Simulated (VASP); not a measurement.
A run of VASP 6.6.1 is set up as follows.

File INCAR:

```
  PREC = Accurate
  ENCUT = 500
  EDIFF = 1E-6
  ISMEAR = 0
  SIGMA = 0.1
  LREAL = False
  LASPH = True
  NELM = 120
  ALGO = Normal
  ISIF = 2
  LWAVE = False
  LCHARG = True
  GGA = PE
  LELF = True
  LVHAR = True
  NBANDS = 30
  GGA_COMPAT = False
```

The input KPOINTS:

```
regular mesh
0
Gamma
  6 6 2
```

POSCAR

```
KCd2P2
1.0
    5.3651848034      0.0000000038      0.0000000000
   -2.6825924050      4.6463863339      0.0000000000
    0.0000000000      0.0000000000      5.2684367921
K Cd P
1 2 2
Direct
    0.0000000000      0.0000000000      0.0000000000
    0.3333333333      0.6666666667      0.5000000000
    0.6666666667      0.3333333333      0.5000000000
    0.3333333333      0.6666666667      0.0000000000
    0.6666666667      0.3333333333      0.0000000000
```

Potentials or basis: VASP PAW PBE potentials, release 64 (K_sv, Cd, P).

Run with:

```sh
$ cat potpaw_PBE.64/K_sv/POTCAR potpaw_PBE.64/Cd/POTCAR potpaw_PBE.64/P/POTCAR > POTCAR
$ mpirun -np 1 vasp_std > vasp.out
```

(1) Predict the pressure.

(2) What does it give for the band gap on the k mesh?

Results:

(1) 0.4 GPa.

(2) zero (an odd number of electrons rules out a gap without spin polarisation).

Caveat: the k points lie up to 0.60 Å⁻¹ apart, too coarse for converged energies and pressures of a metal.
